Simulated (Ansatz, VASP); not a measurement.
**TiO2 in VASP and in Ansatz**

```
CELL_PARAMETERS angstrom
4.60486 0.00000 0.00000
0.00000 4.60486 0.00000
0.00000 0.00000 2.93926
ATOMIC_POSITIONS crystal
Ti 0.00000 0.00000 0.01962
Ti 0.50000 0.50000 0.51962
O 0.30510 0.30510 0.97065
O 0.19490 0.80510 0.47065
O 0.69490 0.69490 0.97065
O 0.80510 0.19490 0.47065
```

Change from the starting cell: mode 1 frozen in at -0.087 Å, equal normal strain along x, y and z -0.0083.

Alike in both runs: task single point; functional PBE; k mesh 6 × 6 × 10; occupations gaussian, width 0.05 eV; no spin polarisation.

```csv
,VASP,Ansatz
version,VASP 6.6.1,Ansatz 0.2.0
potentials or method,"VASP PAW PBE potentials, release 64 (Ti_sv, O), cutoff 520 eV","scalar-relativistic, plane waves, PAW"
valence electrons in the cell,48,48
```

```csv
,VASP,Ansatz,Ansatz less VASP
gap on the k mesh at the Fermi level (eV),2.18,2.21,+0.028
least direct gap on the mesh (eV),2.48,2.51,+0.027
pressure (GPa),9.8,9.1,-0.68
"traceless stress, the component that is largest in VASP (GPa)",2.33,2.09,-0.248
rms of the force components (eV/Å),0.279,0.248,-0.0313
```

Atom by atom the forces differ by 0.032 eV/Å (rms over components).
